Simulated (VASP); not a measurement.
Runs of VASP 6.6.1 on GdN. The structure is that of space group Fm-3m (No. 225), or close to it. The cells are those of the table. 

```csv
cell,k mesh for the DOS,occupations for the DOS,gap on the mesh (eV),pressure (GPa),moment (μB)
"a = 3.548 Å, angles 60.0°, 2 atoms",-,-,none,-2.8,7.00
"a = 3.501 Å, angles 60.0°, 2 atoms",-,-,none,3.1,7.00
"a = 3.525 Å, angles 60.0°, 2 atoms",18 × 18 × 18,tetrahedron,-,-,7.00
"a = 3.571 Å, angles 60.0°, 2 atoms",-,-,none,-5.3,7.00
"a = 3.477 Å, angles 60.0°, 2 atoms",-,-,none,(a),7.00
```

Alike in all rows: task single point; level PBE; potentials or basis VASP PAW PBE potentials, release 64 (Gd, N); spin collinear, ferromagnetic start; k mesh 12 × 12 × 12; cutoff (eV) 520; smearing gaussian 0.05 eV.

Q: Fill in the values left out.

A: (a) 6.6.

Caveats: spin-orbit coupling is left out, which moves the levels of the heavy elements; a cell with one magnetic atom can't hold antiferromagnetic order, which such compounds often take; semilocal functionals describe open f shells poorly, which spoils levels, moments and volumes; the cell stands under pressure (at least some runs); the cell stands under tension (at least some runs).

A k mesh can miss the band edges, and the runs leave out spin-orbit coupling on Gd.

A gap of «none» marks levels without a gap at the run's occupations.
